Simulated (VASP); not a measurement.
# SnBrCl3 (P1) in VASP: single point with PBE

Aim: the single point of SnBrCl3 with PBE.

All numbers are computed with VASP 6.6.1; they aren't measurements. Logs are shortened: lines on timing, memory, paths and dates and some standing lists are left out, and cuts for length are marked.

### Step 1. The cell of the first run

The typed cell holds 10 atoms: a = 6.100 Å, b = 7.238 Å, c = 10.025 Å, α = 93.24°, β = 95.91°, γ = 111.35°.

### Step 2. Single point, PBE

INCAR

```
ALGO = Normal
EDIFF = 1E-6
ENCUT = 520
GGA = PE
ISIF = 2
ISMEAR = 0
LASPH = T
LCHARG = F
LREAL = F
LWAVE = F
NBANDS = 53
NELM = 60
PREC = Accurate
SIGMA = 0.1
```

KPOINTS

```
k-points
0
Gamma
  4 4 2
```

POSCAR

```
SnBrCl3
1.0
    6.0880670470     -0.3544169503     -0.1561434357
   -2.2404612956      6.8824937053     -0.0074653676
   -0.8287739425     -0.8556386359      9.9542755454
Sn Br Cl
2 2 6
Direct
    0.3451613526      0.5581945649      0.3541372649
    0.2764230706      0.5442607525      0.7959630192
    0.3360057795      0.1105564841      0.9915158919
    0.0145318895     -0.0174768201      0.3465115060
    0.4145795786      0.7879892804      0.5610163120
    0.5322564271      0.8771772670      0.9520769027
    1.0264249491      0.6872271206      0.2324238152
    0.9073999514      0.6048708478      0.7765933960
    0.1498750146      0.3455054724      0.0325226260
   -0.0026580128      0.2852909906      0.4572392660
```

Potentials or basis: VASP PAW PBE potentials, release 64 (Sn_d, Br, Cl).

The run is started by

```bash
cat potpaw_PBE.64/Sn_d/POTCAR potpaw_PBE.64/Br/POTCAR potpaw_PBE.64/Cl/POTCAR > POTCAR
mpirun -np 1 vasp_std > vasp.out
```

OUTCAR:

```text
EDIFF = 1E-6
   ENCUT = 520
   GGA = PE
   ISIF = 2
   ISMEAR = 0
   LASPH = T
   LREAL = F
   NELM = 60
   PREC = Accurate

 ion  position               nearest neighbor table
   1  0.345  0.558  0.354-   5 2.48  10 2.67   7 2.67
   2  0.276  0.544  0.796-   8 2.44   6 2.65   9 2.87   5 3.03
   3  0.336  0.111  0.992-   9 2.40   6 2.44
   4  0.015  0.983  0.347-   7 2.39  10 2.44
   5  0.415  0.788  0.561-   1 2.48   2 3.03
   6  0.532  0.877  0.952-   3 2.44   2 2.65
   7  0.026  0.687  0.232-   4 2.39   1 2.67
   8  0.907  0.605  0.777-   2 2.44
   9  0.150  0.346  0.033-   3 2.40   2 2.87
  10  0.997  0.285  0.457-   4 2.44   1 2.67

  LATTYP: Found a triclinic cell.
 ALAT       =    16.9906083623
 B/A-ratio  =     0.4460908612
 C/A-ratio  =     1.1976217322
 COS(alpha) =     0.0021410807
 COS(beta)  =     0.5651135734
 COS(gamma) =     0.8113985999

  Lattice vectors:

 A1 = (  -6.8664375603, -12.2005148741,  -9.6270579388)
 A2 = (  -3.8476057514,  -6.5280767550,   0.1636088033)
 A3 = (  -4.4305191620,   2.0656942221, -19.7524076551)

Analysis of symmetry for initial positions (statically):
=====================================================================
 Subroutine PRICEL returns:
 Original cell was already a primitive cell.

 Routine SETGRP: Setting up the symmetry group for a
 triclinic supercell.

 Subroutine GETGRP returns: Found  1 space group operations
 (whereof  1 operations were pure point group operations)
 out of a pool of  2 trial point group operations.

The static configuration has the point symmetry C_1 .

Analysis of symmetry for dynamics (positions and initial velocities):
=====================================================================
 Subroutine PRICEL returns:
 Original cell was already a primitive cell.

 Routine SETGRP: Setting up the symmetry group for a
 triclinic supercell.

 Subroutine GETGRP returns: Found  1 space group operations
 (whereof  1 operations were pure point group operations)
 out of a pool of  2 trial point group operations.

The dynamic configuration has the point symmetry C_1 .

 Subroutine INISYM returns: Found  1 space group operations
 (whereof  1 operations are pure point group operations),
 and found     1 'primitive' translations

----------------------------------------------------------------------------------------

                                     Primitive cell

  volume of cell :     407.9596

  direct lattice vectors                    reciprocal lattice vectors
     6.088067047 -0.354416950 -0.156143436     0.167918223  0.054682758  0.018680910
    -2.240461296  6.882493705 -0.007465368     0.008975316  0.148232543  0.013488877
    -0.828773943 -0.855638636  9.954275545     0.002640708  0.000968927  0.100762491

  length of vectors
     6.100373146  7.237986056 10.025297270     0.177582966  0.149115368  0.100801745

  position of ions in fractional coordinates (direct lattice)
     0.345161353  0.558194565  0.354137265
     0.276423071  0.544260753  0.795963019
     0.336005779  0.110556484  0.991515892
     0.014531889  0.982523180  0.346511506
     0.414579579  0.787989280  0.561016312
     0.532256427  0.877177267  0.952076903
     0.026424949  0.687227121  0.232423815
     0.907399951  0.604870848  0.776593396
     0.149875015  0.345505472  0.032522626
     0.997341987  0.285290991  0.457239266

  ion indices of the primitive-cell ions
   primitive index   ion index
                 1           1
                 2           2
                 3           3
                 4           4
                 5           5
                 6           6
                 7           7
                 8           8
                 9           9
                10          10

----------------------------------------------------------------------------------------

 KPOINTS: k-points

Automatic generation of k-mesh.
 Grid dimensions read from file:
 generate k-points for:    4    4    2

 Generating k-lattice:

  Cartesian coordinates                     Fractional coordinates (reciprocal lattice)
     0.041979556  0.013670690  0.004670228     0.250000000  0.000000000  0.000000000
     0.002243829  0.037058136  0.003372219    -0.000000000  0.250000000  0.000000000
     0.001320354  0.000484463  0.050381246     0.000000000  0.000000000  0.500000000

  Length of vectors
     0.044395742  0.037278842  0.050400872

  Shift w.r.t. Gamma in fractional coordinates (k-lattice)
     0.000000000  0.000000000  0.000000000

 Subroutine IBZKPT returns following result:
 ===========================================

 Found     20 irreducible k-points:

 Following reciprocal coordinates:
            Coordinates               Weight
  0.000000  0.000000  0.000000      1.000000
  0.250000 -0.000000 -0.000000      2.000000
  0.500000 -0.000000 -0.000000      1.000000
 -0.000000  0.250000  0.000000      2.000000
  0.250000  0.250000  0.000000      2.000000
  0.500000  0.250000 -0.000000      2.000000
[... 12 lines left out ...]
  0.250000  0.500000  0.500000      2.000000
  0.500000  0.500000  0.500000      1.000000
   k-points           NKPTS =     20   k-points in BZ     NKDIM =     20   number of bands    NBANDS=     53
   number of dos      NEDOS =    301   number of ions     NIONS =     10
   total plane-waves  NPLWV = 207360
   dimension x,y,z NGX =    48 NGY =   54 NGZ =   80
   dimension x,y,z NGXF=    96 NGYF=  108 NGZF=  160
   ions per type =               2   2   6
   NGX,Y,Z   is equivalent  to a cutoff of  13.08, 12.40, 13.27 a.u.
   NGXF,Y,Z  is equivalent  to a cutoff of  26.16, 24.81, 26.53 a.u.
 SYSTEM =  unknown system
   PREC   = accura    normal or accurate (medium, high low for compatibility)
   ISTART =      0    job   : 0-new  1-cont  2-samecut
   ICHARG =      2    charge: 1-file 2-atom 10-const
   ISPIN  =      1    spin polarized calculation?
   LNONCOLLINEAR =      F non collinear calculations
   LSORBIT =      F    spin-orbit coupling
   LASPH  =      T    aspherical Exc in radial PAW
   ENCUT  =  520.0 eV  38.22 Ry    6.18 a.u.  11.34 13.46 18.64*2*pi/ulx,y,z
   NELM   =     60;   NELMIN=  2; NELMDL= -5     # of ELM steps
   EDIFF  = 0.1E-05   stopping-criterion for ELM
   LREAL  =      F    real-space projection
   EDIFFG = 0.1E-04   stopping-criterion for IOM
   NSW    =      0    number of steps for IOM
   IBRION =     -1    ionic relax: 0-MD 1-quasi-New 2-CG
   NFREE  =      0    steps in history (QN), initial steepest desc. (CG)
   ISIF   =      2    stress and relaxation
   ISYM   =      2    0-nonsym 1-usesym 2-fastsym
   POTIM  = 0.5000    time-step for ionic-motion
   TEBEG  =    0.0;   TEEND  =   0.0 temperature during run
   PSTRESS=    0.0 pullay stress
   NELECT =      84.0000    total number of electrons
   NUPDOWN=      -1.0000    fix difference up-down
   EMIN   =  10.00;   EMAX   =-10.00  energy-range for DOS
   EFERMI =   0.00;   METHOD = LEGACY
   ISMEAR =     0;   SIGMA  =   0.10  broadening in eV -4-tet -1-fermi 0-gaus
   EFERMI_NEDOS =   21; number of points for ismear=-14 and -15
   IALGO  =     38    algorithm
   IMIX   =      4    mixing-type and parameters
     AMIX     =   0.40;   BMIX     =  1.00
     AMIX_MAG =   1.60;   BMIX_MAG =  1.00
  volume/ion in A,a.u.               =      40.80       275.30
  Fermi-wavevector in a.u.,A,eV,Ry     =   0.966709  1.826814 12.714989  0.934525
  Thomas-Fermi vector in A             =   2.096533
   LORBIT       =      0    0 simple, 1 ext, 2 COOP (PROOUT), +10 PAW based schemes
   GGA     = PE    functional components
   LHFCALC =     F    Hartree Fock is set to
   AEXX    =    0.0000 exact exchange contribution
   IVDW    =     0    specifies the selected vdW correction
   LEPSILON=     F    determine dielectric tensor
   LRPA    =     F    only Hartree local field effects (RPA)
 non-spin polarized calculation
 Gauss-broadening in eV      SIGMA  =   0.10
  energy-cutoff  :      520.00
  volume of cell :      407.96
 maximum number of plane-waves:     11014
 NGX is ok and might be reduce to    48
   NGX = 23   NGY = 27   NGZ = 37

 number of electron      84.0000005 magnetization

 Free energy of the ion-electron system (eV)
  ---------------------------------------------------
  ext. energy  EPLUGINS =         0.00000000
  ---------------------------------------------------
  free energy    TOTEN  =       -27.91033207 eV

  energy without entropy =      -27.91033207  energy(sigma->0) =      -27.91033207

 E-fermi :  -0.5678     XC(G=0):  -6.6746

 val. band max:       -1.0796541243   @ k =   0.5000   0.5000   0.0000
 cond. band min:       0.6882781132   @ k =   0.5000   0.5000   0.5000
 fundamental gap:      1.7679322375
 Fermi energy:        -0.5678444223

 k-point     1 :       0.0000    0.0000    0.0000
  band No.  band energies     occupation
      1     -21.8681      2.00000
      2     -21.8447      2.00000
      3     -21.7933      2.00000
      4     -21.7715      2.00000
      5     -21.7421      2.00000
      6     -21.2804      2.00000
[... 45 lines left out ...]
     52       6.1990      0.00000
     53       6.6602      0.00000

 k-point     2 :       0.2500   -0.0000   -0.0000
  band No.  band energies     occupation
      1     -21.8681      2.00000
      2     -21.8447      2.00000
      3     -21.7932      2.00000
      4     -21.7715      2.00000
      5     -21.7421      2.00000
      6     -21.2803      2.00000
[... 45 lines left out ...]
     52       6.4354      0.00000
     53       6.5709      0.00000
[... 950 lines left out ...]
     52       6.3185      0.00000
     53       6.5458      0.00000

 k-point    20 :       0.5000    0.5000    0.5000
  band No.  band energies     occupation
      1     -21.8683      2.00000
      2     -21.8447      2.00000
      3     -21.7931      2.00000
      4     -21.7714      2.00000
      5     -21.7421      2.00000
      6     -21.2804      2.00000
[... 45 lines left out ...]
     52       6.4395      0.00000
     53       6.4965      0.00000

------------------------ aborting loop because EDIFF is reached ----------------------------------------

  FORCE on cell =-STRESS in cart. coord.  units (eV):
  Direction    XX          YY          ZZ          XY          YZ          ZX
  --------------------------------------------------------------------------------------
  -------------------------------------------------------------------------------------
  Total       -0.3105044     -0.0957326      0.0118321     -0.1420177     -0.0601084     -0.1041038
  in kB       -1.2194419     -0.3759702      0.0464682     -0.5577454     -0.2360633     -0.4088464
  external PRESSURE =      -0.5163146 kB  Pullay stress =       0.0000000 kB

 VOLUME and BASIS-vectors are now :
 -----------------------------------------------------------------------------
  energy-cutoff  :      520.00
  volume of cell :      407.96
      direct lattice vectors                 reciprocal lattice vectors
     6.088067047 -0.354416950 -0.156143436     0.167918223  0.054682758  0.018680910
    -2.240461296  6.882493705 -0.007465368     0.008975316  0.148232543  0.013488877
    -0.828773943 -0.855638636  9.954275545     0.002640708  0.000968927  0.100762491

 POSITION                                       TOTAL-FORCE (eV/Angst)
 -----------------------------------------------------------------------------------
      0.55725      3.41643      3.46712         0.017611      0.001901      0.009496
     -0.19619      2.96685      7.87601        -0.011765     -0.004128      0.002430
      0.97619     -0.20656      9.81653         0.009072     -0.008740     -0.005306
     -2.40001      6.46057      3.43967         0.010820      0.005272      0.007259
      0.29357      4.79637      5.51389        -0.003139     -0.006496     -0.009428
      0.48607      5.03389      9.38758        -0.007745      0.004636      0.000256
     -1.57146      4.52160      2.30435        -0.013571     -0.002369     -0.002092
      3.52550      3.17694      7.58422         0.013027     -0.006007     -0.000613
      0.11140      2.29699      0.29776        -0.007949      0.008438     -0.001698
      5.05375      1.21881      4.39363        -0.006363      0.007494     -0.000304
 -----------------------------------------------------------------------------------
    total drift:                                0.001118     -0.000114      0.000167

  FREE ENERGIE OF THE ION-ELECTRON SYSTEM (eV)
  ---------------------------------------------------
  free  energy   TOTEN  =       -27.9103320704 eV

  energy  without entropy=      -27.9103320704  energy(sigma->0) =      -27.91033207
```

It took 6.5 min on 1 thread of Intel Xeon Platinum 8375C at 2.90GHz (Ice Lake), shared host; peak memory 0.71 GiB.

What came out:

* Free energy: -27.9103 eV
* Pressure: -0.1 GPa
* Largest force: 0.020 eV/Å
* Band gap on the k mesh: 1.77 eV, indirect (least direct gap 1.77 eV)

Forces on the atoms (eV/Å):
```
Sn   0.018  0.002  0.009
Sn  -0.012 -0.004  0.002
Br   0.009 -0.009 -0.005
Br   0.011  0.005  0.007
Cl  -0.003 -0.006 -0.009
Cl  -0.008  0.005  0.000
Cl  -0.014 -0.002 -0.002
Cl   0.013 -0.006 -0.001
Cl  -0.008  0.008 -0.002
Cl  -0.006  0.007  0.000
```

Stress tensor (GPa, compression positive):
```
-0.12 -0.06 -0.04
-0.06 -0.04 -0.02
-0.04 -0.02  0.00
```

Caveat: spin-orbit coupling is left out, which moves the levels of the heavy elements. A k mesh can miss the band edges.
